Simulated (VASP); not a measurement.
# AlCu3 (Fm-3m) in VASP: a series of runs

AlCu3 is run at these levels: r2SCAN; tasks: single point.

All numbers are computed with VASP 6.6.1; they aren't measurements. Logs are shortened: lines on timing, memory, paths and dates and some standing lists are left out, and cuts for length are marked.

### 1 The cell of the first run

It takes space group Fm-3m (No. 225, cubic). Conventional cell: a = 5.776 Å, b = 5.776 Å, c = 5.776 Å, α = 90.00°, β = 90.00°, γ = 90.00°. Within 3.3 Å of Al (site symmetry m-3m) lie 14 Cu at 2.50 to 2.89 Å. Cu (site symmetry m-3m) has 8 Cu at 2.50 Å and 6 Al at 2.89 Å within 3.3 Å. Within 3.3 Å of Cu (site symmetry -43m) lie 4 Al at 2.50 Å and 10 Cu at 2.50 to 2.89 Å.

### 2 Single point, r2SCAN

POSCAR

```
AlCu3
1.0
    0.0000000000      2.8880109880      2.8880109880
    2.8880109880      0.0000000000      2.8880109880
    2.8880109880      2.8880109880      0.0000000000
Al Cu
1 3
Direct
    0.0000000000      0.0000000000      0.0000000000
    0.5000000000      0.5000000000      0.5000000000
    0.2500000000      0.2500000000      0.2500000000
    0.7500000000      0.7500000000      0.7500000000
```

INCAR.step1

```
SYSTEM = AlCu3
PREC = Accurate
ENCUT = 520
ISMEAR = 0
SIGMA = 0.1
LREAL = .FALSE.
LASPH = .TRUE.
NELM = 80
NBANDS = 26
GGA = PE
ALGO = Normal
EDIFF = 1E-4
LWAVE = .TRUE.
LCHARG = .FALSE.
```

INCAR.step2

```
SYSTEM = AlCu3
PREC = Accurate
ENCUT = 520
EDIFF = 1E-6
ISMEAR = 0
SIGMA = 0.1
LREAL = .FALSE.
LASPH = .TRUE.
NELM = 80
ALGO = Normal
ISIF = 2
LWAVE = .FALSE.
LCHARG = .TRUE.
METAGGA = R2SCAN
LMIXTAU = .TRUE.
LELF = .TRUE.
LVHAR = .TRUE.
NBANDS = 26
ISTART = 1
```

KPOINTS

```
regular mesh
0
G
  6 6 6
  0 0 0
```

Potentials or basis: VASP PAW PBE potentials, release 64 (Al, Cu).

The run is started by

```
$ cat potpaw_PBE.64/Al/POTCAR potpaw_PBE.64/Cu/POTCAR > POTCAR
$ cp INCAR.step1 INCAR
$ mpirun -np 1 vasp_std > vasp.out
$ cp INCAR.step2 INCAR
$ mpirun -np 1 vasp_std > vasp.out
```

OUTCAR:

```text
SYSTEM = AlCu3
   PREC = Accurate
   ENCUT = 520
   EDIFF = 1E-6
   ISMEAR = 0
   LREAL = .FALSE.
   LASPH = .TRUE.
   NELM = 80
   ISIF = 2
   METAGGA = R2SCAN
   ISTART = 1

 ion  position               nearest neighbor table
   1  0.000  0.000  0.000-   4 2.50   4 2.50   4 2.50   3 2.50   4 2.50   3 2.50   3 2.50   3 2.50
                             2 2.89   2 2.89   2 2.89   2 2.89   2 2.89   2 2.89
   2  0.500  0.500  0.500-   3 2.50   3 2.50   3 2.50   3 2.50   4 2.50   4 2.50   4 2.50   4 2.50
                             1 2.89   1 2.89   1 2.89   1 2.89   1 2.89   1 2.89
   3  0.250  0.250  0.250-   1 2.50   1 2.50   1 2.50   1 2.50   2 2.50   2 2.50   2 2.50   2 2.50

   4  0.750  0.750  0.750-   2 2.50   2 2.50   2 2.50   1 2.50   2 2.50   1 2.50   1 2.50   1 2.50

  LATTYP: Found a face centered cubic cell.
 ALAT       =     5.7760219760

  Lattice vectors:

 A1 = (   0.0000000000,   2.8880109880,   2.8880109880)
 A2 = (   2.8880109880,   0.0000000000,   2.8880109880)
 A3 = (   2.8880109880,   2.8880109880,   0.0000000000)

Analysis of symmetry for initial positions (statically):
=====================================================================
 Subroutine PRICEL returns:
 Original cell was already a primitive cell.

 Routine SETGRP: Setting up the symmetry group for a
 face centered cubic supercell.

 Subroutine GETGRP returns: Found 48 space group operations
 (whereof 48 operations were pure point group operations)
 out of a pool of 48 trial point group operations.

The static configuration has the point symmetry O_h .

Analysis of symmetry for dynamics (positions and initial velocities):
=====================================================================
 Subroutine PRICEL returns:
 Original cell was already a primitive cell.

 Routine SETGRP: Setting up the symmetry group for a
 face centered cubic supercell.

 Subroutine GETGRP returns: Found 48 space group operations
 (whereof 48 operations were pure point group operations)
 out of a pool of 48 trial point group operations.

The dynamic configuration has the point symmetry O_h .

 Subroutine INISYM returns: Found 48 space group operations
 (whereof 48 operations are pure point group operations),
 and found     1 'primitive' translations

----------------------------------------------------------------------------------------

                                     Primitive cell

  volume of cell :      48.1755

  direct lattice vectors                    reciprocal lattice vectors
     0.000000000  2.888010988  2.888010988    -0.173129535  0.173129535  0.173129535
     2.888010988  0.000000000  2.888010988     0.173129535 -0.173129535  0.173129535
     2.888010988  2.888010988  0.000000000     0.173129535  0.173129535 -0.173129535

  length of vectors
     4.084264308  4.084264308  4.084264308     0.299869151  0.299869151  0.299869151

  position of ions in fractional coordinates (direct lattice)
     0.000000000  0.000000000  0.000000000
     0.500000000  0.500000000  0.500000000
     0.250000000  0.250000000  0.250000000
     0.750000000  0.750000000  0.750000000

  ion indices of the primitive-cell ions
   primitive index   ion index
                 1           1
                 2           2
                 3           3
                 4           4

----------------------------------------------------------------------------------------

 KPOINTS: regular mesh

Automatic generation of k-mesh.
 Grid dimensions read from file:
 generate k-points for:    6    6    6

 Generating k-lattice:

  Cartesian coordinates                     Fractional coordinates (reciprocal lattice)
    -0.028854923  0.028854923  0.028854923     0.166666667  0.000000000  0.000000000
     0.028854923 -0.028854923  0.028854923     0.000000000  0.166666667  0.000000000
     0.028854923  0.028854923 -0.028854923     0.000000000  0.000000000  0.166666667

  Length of vectors
     0.049978192  0.049978192  0.049978192

  Shift w.r.t. Gamma in fractional coordinates (k-lattice)
     0.000000000  0.000000000  0.000000000

 Subroutine IBZKPT returns following result:
 ===========================================

 Found     16 irreducible k-points:

 Following reciprocal coordinates:
            Coordinates               Weight
  0.000000  0.000000  0.000000      1.000000
  0.166667  0.000000  0.000000      8.000000
  0.333333  0.000000  0.000000      8.000000
  0.500000  0.000000  0.000000      4.000000
  0.166667  0.166667  0.000000      6.000000
  0.333333  0.166667  0.000000     24.000000
[... 8 lines left out ...]
 -0.333333  0.333333  0.166667     24.000000
 -0.333333  0.500000  0.166667     12.000000
   k-points           NKPTS =     16   k-points in BZ     NKDIM =     16   number of bands    NBANDS=     26
   number of dos      NEDOS =    301   number of ions     NIONS =      4
   total plane-waves  NPLWV =  27000
   dimension x,y,z NGX =    30 NGY =   30 NGZ =   30
   dimension x,y,z NGXF=    60 NGYF=   60 NGZF=   60
   ions per type =               1   3
   NGX,Y,Z   is equivalent  to a cutoff of  12.21, 12.21, 12.21 a.u.
   NGXF,Y,Z  is equivalent  to a cutoff of  24.42, 24.42, 24.42 a.u.
 SYSTEM =  AlCu3
   PREC   = accura    normal or accurate (medium, high low for compatibility)
   ISTART =      1    job   : 0-new  1-cont  2-samecut
   ICHARG =      0    charge: 1-file 2-atom 10-const
   ISPIN  =      1    spin polarized calculation?
   LNONCOLLINEAR =      F non collinear calculations
   LSORBIT =      F    spin-orbit coupling
   LASPH  =      T    aspherical Exc in radial PAW
   ENCUT  =  520.0 eV  38.22 Ry    6.18 a.u.   7.59  7.59  7.59*2*pi/ulx,y,z
   NELM   =     80;   NELMIN=  2; NELMDL=  0     # of ELM steps
   EDIFF  = 0.1E-05   stopping-criterion for ELM
   LREAL  =      F    real-space projection
   EDIFFG = 0.1E-04   stopping-criterion for IOM
   NSW    =      0    number of steps for IOM
   IBRION =     -1    ionic relax: 0-MD 1-quasi-New 2-CG
   NFREE  =      0    steps in history (QN), initial steepest desc. (CG)
   ISIF   =      2    stress and relaxation
   ISYM   =      2    0-nonsym 1-usesym 2-fastsym
   POTIM  = 0.5000    time-step for ionic-motion
   TEBEG  =    0.0;   TEEND  =   0.0 temperature during run
   PSTRESS=    0.0 pullay stress
   NELECT =      36.0000    total number of electrons
   NUPDOWN=      -1.0000    fix difference up-down
   EMIN   =  10.00;   EMAX   =-10.00  energy-range for DOS
   EFERMI =   0.00;   METHOD = LEGACY
   ISMEAR =     0;   SIGMA  =   0.10  broadening in eV -4-tet -1-fermi 0-gaus
   EFERMI_NEDOS =   21; number of points for ismear=-14 and -15
   IALGO  =     38    algorithm
   IMIX   =      4    mixing-type and parameters
     AMIX     =   0.40;   BMIX     =  1.00
     AMIX_MAG =   1.60;   BMIX_MAG =  1.00
  volume/ion in A,a.u.               =      12.04        81.28
  Fermi-wavevector in a.u.,A,eV,Ry     =   1.485594  2.807366 30.027919  2.206990
  Thomas-Fermi vector in A             =   2.598986
   LORBIT       =      0    0 simple, 1 ext, 2 COOP (PROOUT), +10 PAW based schemes
   METAGGA = R2SCAN    functional components
   LHFCALC =     F    Hartree Fock is set to
   AEXX    =    0.0000 exact exchange contribution
   IVDW    =     0    specifies the selected vdW correction
   LEPSILON=     F    determine dielectric tensor
   LRPA    =     F    only Hartree local field effects (RPA)
 non-spin polarized calculation
 Gauss-broadening in eV      SIGMA  =   0.10
  energy-cutoff  :      520.00
  volume of cell :       48.18
 maximum number of plane-waves:      1313
   NGX = 15   NGY = 15   NGZ = 15

 number of electron      35.9999973 magnetization

 Free energy of the ion-electron system (eV)
  ---------------------------------------------------
  ext. energy  EPLUGINS =         0.00000000
  ---------------------------------------------------
  free energy    TOTEN  =       -39.93818751 eV

  energy without entropy =      -39.93330975  energy(sigma->0) =      -39.93574863

 E-fermi :   8.5213     XC(G=0): -13.3520

 val. band max:        8.4939583163   @ k =  -0.1667   0.1667   0.0000
 cond. band min:       8.6053840914   @ k =  -0.1667   0.1667   0.0000
 fundamental gap:      0.1114257751
 Fermi energy:         8.5213296236

 k-point     1 :       0.0000    0.0000    0.0000
  band No.  band energies     occupation
      1      -2.5774      2.00000
      2       3.6120      2.00000
      3       3.6120      2.00000
      4       3.7080      2.00000
      5       3.7081      2.00000
      6       3.7081      2.00000
[... 18 lines left out ...]
     25      15.7952      0.00000
     26      15.7955      0.00000

 k-point     2 :       0.1667    0.0000    0.0000
  band No.  band energies     occupation
      1      -2.1756      2.00000
      2       3.5511      2.00000
      3       3.5689      2.00000
      4       3.5690      2.00000
      5       3.9177      2.00000
      6       3.9177      2.00000
[... 18 lines left out ...]
     25      15.2102      0.00000
     26      16.3097      0.00000

 k-point     3 :       0.3333    0.0000    0.0000
  band No.  band energies     occupation
      1      -1.0096      2.00000
      2       2.7121      2.00000
      3       3.6520      2.00000
      4       3.6521      2.00000
      5       4.1985      2.00000
      6       4.1985      2.00000
[... 18 lines left out ...]
     25      17.1945      0.00000
     26      18.6827      0.00000

 k-point     4 :       0.5000    0.0000    0.0000
  band No.  band energies     occupation
      1       0.5500      2.00000
      2       1.0502      2.00000
      3       3.7348      2.00000
      4       3.7350      2.00000
      5       4.2674      2.00000
      6       4.3030      2.00000
[... 18 lines left out ...]
     25      19.3983      0.00000
     26      21.5364      0.00000

 k-point     5 :       0.1667    0.1667    0.0000
  band No.  band energies     occupation
      1      -2.0429      2.00000
      2       3.2480      2.00000
      3       3.7620      2.00000
      4       3.8585      2.00000
      5       3.8646      2.00000
      6       3.8646      2.00000
[... 18 lines left out ...]
     25      17.4106      0.00000
     26      17.4107      0.00000

 k-point     6 :       0.3333    0.1667    0.0000
  band No.  band energies     occupation
      1      -1.1361      2.00000
      2       2.9363      2.00000
      3       3.6876      2.00000
      4       3.8571      2.00000
      5       4.0250      2.00000
      6       4.1106      2.00000
[... 195 lines left out ...]
 k-point    13 :       0.5000    0.5000    0.0000
  band No.  band energies     occupation
      1       1.4282      2.00000
      2       1.7057      2.00000
      3       3.2000      2.00000
      4       3.3555      2.00000
      5       4.3652      2.00000
      6       4.3653      2.00000
[... 18 lines left out ...]
     25      21.2053      0.00000
     26      21.2054      0.00000

 k-point    14 :       0.5000    0.3333    0.1667
  band No.  band energies     occupation
      1      -0.0448      2.00000
      2       2.6443      2.00000
      3       3.3519      2.00000
      4       3.7465      2.00000
      5       4.0043      2.00000
      6       4.3450      2.00000
[... 18 lines left out ...]
     25      19.8890      0.00000
     26      19.9841      0.00000

 k-point    15 :      -0.3333    0.3333    0.1667
  band No.  band energies     occupation
      1       1.2202      2.00000
      2       1.9173      2.00000
      3       2.9953      2.00000
      4       3.6208      2.00000
      5       4.1092      2.00000
      6       4.3794      2.00000
[... 18 lines left out ...]
     25      19.6144      0.00000
     26      21.2346      0.00000

 k-point    16 :      -0.3333    0.5000    0.1667
  band No.  band energies     occupation
      1       1.5885      2.00000
      2       2.1162      2.00000
      3       2.9825      2.00000
      4       3.1651      2.00000
      5       4.3387      2.00000
      6       4.4426      2.00000
[... 18 lines left out ...]
     25      21.6053      0.00000
     26      22.6401      0.00000

------------------------ aborting loop because EDIFF is reached ----------------------------------------

  FORCE on cell =-STRESS in cart. coord.  units (eV):
  Direction    XX          YY          ZZ          XY          YZ          ZX
  --------------------------------------------------------------------------------------
  -------------------------------------------------------------------------------------
  Total        0.2325054      0.2325054      0.2325054     -0.0000000     -0.0000000     -0.0000000
  in kB        7.7324500      7.7324500      7.7324500     -0.0000000     -0.0000000     -0.0000000
  external PRESSURE =       7.7324500 kB  Pullay stress =       0.0000000 kB

 VOLUME and BASIS-vectors are now :
 -----------------------------------------------------------------------------
  energy-cutoff  :      520.00
  volume of cell :       48.18
      direct lattice vectors                 reciprocal lattice vectors
     0.000000000  2.888010988  2.888010988    -0.173129535  0.173129535  0.173129535
     2.888010988  0.000000000  2.888010988     0.173129535 -0.173129535  0.173129535
     2.888010988  2.888010988  0.000000000     0.173129535  0.173129535 -0.173129535

 POSITION                                       TOTAL-FORCE (eV/Angst)
 -----------------------------------------------------------------------------------
      0.00000      0.00000      0.00000        -0.000000      0.000000      0.000000
      2.88801      2.88801      2.88801        -0.000000      0.000000      0.000000
      1.44401      1.44401      1.44401         0.000000      0.000000      0.000000
      4.33202      4.33202      4.33202        -0.000000     -0.000000     -0.000000
 -----------------------------------------------------------------------------------
    total drift:                                0.000000     -0.000000      0.000000

  FREE ENERGIE OF THE ION-ELECTRON SYSTEM (eV)
  ---------------------------------------------------
  free  energy   TOTEN  =       -39.9381875131 eV

  energy  without entropy=      -39.9333097525  energy(sigma->0) =      -39.93574863
```

It took 1.8 min on 1 thread of Intel Xeon Platinum 8259CL at 2.50GHz (Skylake/Cascade Lake), shared host; peak memory 0.17 GiB.

Results:

```
Free energy            : -39.9382 eV
Pressure               : 0.8 GPa
Band gap on the k mesh : zero (band 18 reaches 12.41 eV, above the bottom of band 19 at 6.31 eV)
```

Caveat: the PAW data sets were made with another functional, which shifts forces and pressure a little.

### 3 Single point, r2SCAN (volume scaled by 0.88)

POSCAR

```
AlCu3
1.0
    0.0000000000      2.7700841777      2.7700841777
    2.7700841777      0.0000000000      2.7700841777
    2.7700841777      2.7700841777      0.0000000000
Al Cu
1 3
Direct
    0.0000000000      0.0000000000      0.0000000000
    0.5000000000      0.5000000000      0.5000000000
    0.2500000000      0.2500000000      0.2500000000
    0.7500000000      0.7500000000      0.7500000000
```

INCAR.step1

```
SYSTEM = AlCu3
ALGO = Normal ; EDIFF = 1E-4
ENCUT = 520 ; GGA = PE
ISMEAR = 0 ; LASPH = .TRUE.
LCHARG = .FALSE. ; LREAL = .FALSE.
LWAVE = .TRUE. ; NBANDS = 26
NELM = 60 ; PREC = Accurate
SIGMA = 0.1
```

INCAR.step2

```
SYSTEM = AlCu3
ALGO = Normal ; EDIFF = 1E-6
ENCUT = 520 ; ISIF = 2
ISMEAR = 0 ; ISTART = 1
LASPH = .TRUE. ; LCHARG = .FALSE.
LMIXTAU = .TRUE. ; LREAL = .FALSE.
LWAVE = .FALSE. ; METAGGA = R2SCAN
NBANDS = 26 ; NELM = 60
PREC = Accurate ; SIGMA = 0.1
```

KPOINTS

```
k-points
0
G
  12 12 12
  0 0 0
```

Potentials or basis: VASP PAW PBE potentials, release 64 (Al, Cu).

The run is started by

```
$ cat potpaw_PBE.64/Al/POTCAR potpaw_PBE.64/Cu/POTCAR > POTCAR
$ cp INCAR.step1 INCAR
$ mpirun -np 1 vasp_std > vasp.out
$ cp INCAR.step2 INCAR
$ mpirun -np 1 vasp_std > vasp.out
```

OUTCAR:

```text
SYSTEM = AlCu3
   EDIFF = 1E-6
   ENCUT = 520
   ISIF = 2
   ISMEAR = 0
   ISTART = 1
   LASPH = .TRUE.
   LREAL = .FALSE.
   METAGGA = R2SCAN
   NELM = 60
   PREC = Accurate

 ion  position               nearest neighbor table
   1  0.000  0.000  0.000-   4 2.40   4 2.40   4 2.40   3 2.40   4 2.40   3 2.40   3 2.40   3 2.40
                             2 2.77   2 2.77   2 2.77   2 2.77   2 2.77   2 2.77
   2  0.500  0.500  0.500-   3 2.40   3 2.40   3 2.40   3 2.40   4 2.40   4 2.40   4 2.40   4 2.40
[... 896 lines left out ...]

 [... further k-points ...]
[... 5 lines left out ...]
  --------------------------------------------------------------------------------------
  -------------------------------------------------------------------------------------
  Total        6.9448105      6.9448105      6.9448105     -0.0000000     -0.0000000      0.0000000
  in kB      261.7351715    261.7351715    261.7351715     -0.0000000     -0.0000000      0.0000000
  external PRESSURE =     261.7351715 kB  Pullay stress =       0.0000000 kB

 VOLUME and BASIS-vectors are now :
 -----------------------------------------------------------------------------
  energy-cutoff  :      520.00
  volume of cell :       42.51
      direct lattice vectors                 reciprocal lattice vectors
     0.000000000  2.770084178  2.770084178    -0.180499930  0.180499930  0.180499930
     2.770084178  0.000000000  2.770084178     0.180499930 -0.180499930  0.180499930
     2.770084178  2.770084178  0.000000000     0.180499930  0.180499930 -0.180499930

 POSITION                                       TOTAL-FORCE (eV/Angst)
 -----------------------------------------------------------------------------------
      0.00000      0.00000      0.00000         0.000000      0.000000      0.000000
      2.77008      2.77008      2.77008         0.000000      0.000000      0.000000
      1.38504      1.38504      1.38504        -0.000000     -0.000000      0.000000
      4.15513      4.15513      4.15513         0.000000      0.000000     -0.000000
 -----------------------------------------------------------------------------------
    total drift:                                0.000000     -0.000000      0.000000

  FREE ENERGIE OF THE ION-ELECTRON SYSTEM (eV)
  ---------------------------------------------------
  free  energy   TOTEN  =       -39.5263005388 eV

  energy  without entropy=      -39.5211365309  energy(sigma->0) =      -39.52371853
```

OSZICAR.step1:

```text
N       E                     dE             d eps       ncg     rms          rms(c)
DAV:   1     0.251559703725E+03    0.25156E+03   -0.15717E+04  4040   0.226E+03
DAV:   2    -0.223806352652E+00   -0.25178E+03   -0.24028E+03  3746   0.358E+02
DAV:   3    -0.188394163379E+02   -0.18616E+02   -0.17778E+02  4238   0.136E+02
DAV:   4    -0.192580248249E+02   -0.41861E+00   -0.41739E+00  5456   0.234E+01
DAV:   5    -0.192652352124E+02   -0.72104E-02   -0.72095E-02  5756   0.248E+00    0.169E+01
DAV:   6    -0.170763426409E+02    0.21889E+01   -0.36738E+01  4472   0.151E+02    0.915E+00
DAV:   7    -0.149707124102E+02    0.21056E+01   -0.81961E+00  4556   0.695E+01    0.116E+00
DAV:   8    -0.149513009872E+02    0.19411E-01   -0.30910E-01  5528   0.125E+01    0.126E+00
DAV:   9    -0.149292126549E+02    0.22088E-01   -0.30248E-02  5058   0.999E+00    0.767E-01
DAV:  10    -0.149185610545E+02    0.10652E-01   -0.20974E-02  4610   0.448E+00    0.612E-02
DAV:  11    -0.149188869831E+02   -0.32593E-03   -0.36403E-03  5138   0.738E-01    0.767E-02
DAV:  12    -0.149188430456E+02    0.43937E-04   -0.30832E-04  3106   0.328E-01
   1 F= -.14918843E+02 E0= -.14916238E+02  d E =-.521068E-02
```

Run time: 3 min. Hardware: 1 thread of Intel Xeon 6975P-C (Granite Rapids), shared host; peak memory 0.21 GiB.

What came out:

```
Free energy            : -39.5263 eV
Pressure               : 26.2 GPa
Band gap on the k mesh : zero (band 18 reaches 14.27 eV, above the bottom of band 19 at 7.85 eV)
```

Levels at points of the mesh, in eV from the Fermi level:
```
           k point  band 16  band 17  band 18  band 19  band 20  band 21
(0.00, 0.00, 0.00)    -2.87     4.07     4.07     4.07     4.81     4.81
(0.50, 0.00, 0.00)    -2.80    -2.45     2.87     2.87     3.40     3.40
(0.50, 0.50, 0.00)    -2.68    -2.68    -2.62    -2.35     2.52     3.18
```

Caveat: the PAW data sets were made with another functional, which shifts forces and pressure a little.
